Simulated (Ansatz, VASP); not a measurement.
Ti3Al: VASP beside Ansatz

```
Ti Al
1.0
     3.11296    0.00000    0.00000
    -1.55648    2.69590    0.00000
     0.00000    0.00000    8.17681
Ti Al
3 1
Direct
  0.66667 0.33333 0.00000
  0.33333 0.66667 0.75046
  0.33333 0.66667 0.24954
  0.66667 0.33333 0.50000
```

Alike in both runs: task single point; functional PBE; k mesh 18 × 18 × 6; occupations gaussian, width 0.15 eV; no spin polarisation.

|  | VASP | Ansatz |
| --- | --- | --- |
| version | VASP 6.6.1 | Ansatz 0.2.0 |
| potentials or method | VASP PAW PBE potentials, release 64 (Ti_sv, Al), cutoff 520 eV | scalar-relativistic, plane waves, PAW |
| valence electrons in the cell | 39 | 39 |

Ansatz gave:

- gap on the k mesh at the Fermi level (eV): none
- pressure (GPa): 2.5
- traceless stress, the component that is largest in VASP (GPa): 14.19

Q: What did VASP give for the same quantities?

A: gap on the k mesh at the Fermi level (eV): none; pressure (GPa): 2.3; traceless stress, the component that is largest in VASP (GPa): 14.17.

A gap of «none» marks a metal or a gap that the smearing closes.
